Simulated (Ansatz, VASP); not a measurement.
## One calculation of SrTiO3, two programs

The input INCAR:

```
SYSTEM = SrTiO3
ALGO     = Normal         ! electronic algorithm
EDIFF    = 1E-6           ! SCF threshold, eV
ENCUT    = 520            ! plane-wave cutoff, eV
GGA      = PS             ! functional
ISIF     = 2              ! what is computed and relaxed
ISMEAR   = 0              ! smearing method
LASPH    = .TRUE.         ! aspherical terms in the spheres
LCHARG   = .FALSE.        ! write CHGCAR
LREAL    = .FALSE.        ! projectors in reciprocal space
LWAVE    = .FALSE.        ! write WAVECAR
NBANDS   = 28             ! bands
NELM     = 80             ! most SCF steps
PREC     = Accurate       ! precision mode
SIGMA    = 0.05           ! smearing width, eV
```

The input KPOINTS:

```
k-points
0
G
  8 8 8
  0 0 0
```

Contents of POSCAR:

```
SrTiO3
1.0
    3.8913815400      0.0000000000      0.0000000000
    0.0000000000      3.8913815400      0.0000000000
    0.0000000000      0.0000000000      3.8913815400
Sr Ti O
1 1 3
Direct
    0.0535611395      0.0000000000      0.0000000000
    0.4231635354      0.5000000000      0.5000000000
   -0.0155255869      0.5000000000      0.5000000000
    0.4760390609      0.0000000000      0.5000000000
    0.4760390609      0.5000000000      0.0000000000
```

Input for Ansatz:

```yaml
crystal:
  lattice:
    - [3.89138154, 0.0, 0.0]
    - [0.0, 3.89138154, 0.0]
    - [0.0, 0.0, 3.89138154]
  atoms:
    - { symbol: Sr, position: [0.0535611395, 0.0, 0.0] }
    - { symbol: Ti, position: [0.4231635354, 0.5, 0.5] }
    - { symbol: O, position: [-0.0155255869, 0.5, 0.5] }
    - { symbol: O, position: [0.4760390609, 0.0, 0.5] }
    - { symbol: O, position: [0.4760390609, 0.5, 0.0] }
basis:
  ecutwfc: 520.0
kpoints:
  mp_grid: { grid: [8, 8, 8] }
hamiltonian:
  xc: pbesol
  pseudopotentials: { kind: paw, azcp: { folder: soft_1 } }
scf:
  occupations: { method: gaussian, width: 0.05 }
output:
  forces: true
  stress: true
  eigenvalues: true
```

Change from the starting cell: mode 1 frozen in at +0.000 Å and mode 7 at -0.299 Å (largest displacements).

Alike in both runs: task single point; functional PBEsol; k mesh 8 × 8 × 8; occupations gaussian, width 0.05 eV; no spin polarisation.

```csv
,VASP,Ansatz
version,VASP 6.6.1,Ansatz 0.2.0
potentials or method,"VASP PAW PBE potentials, release 64 (Sr_sv, Ti_sv, O), cutoff 520 eV","scalar-relativistic, plane waves, PAW"
valence electrons in the cell,40,40
```

Ansatz gave:

| Quantity | Value |
| --- | --- |
| gap on the k mesh at the Fermi level (eV) | 1.94 |
| least direct gap on the mesh (eV) | 2.49 |
| pressure (GPa) | 7.7 |
| traceless stress, the component that is largest in VASP (GPa) | 5.60 |
| rms of the force components (eV/Å) | 1.139 |

**Question.** Which values does VASP return?

**Answer.** gap on the k mesh at the Fermi level (eV): 1.90; least direct gap on the mesh (eV): 2.46; pressure (GPa): 8.4; traceless stress, the component that is largest in VASP (GPa): 5.83; rms of the force components (eV/Å): 1.193.

VASP's potentials were made for PBE, not for PBEsol, and Ansatz warns of the same on its side. Atom by atom the forces differ by 0.058 eV/Å (rms over components).
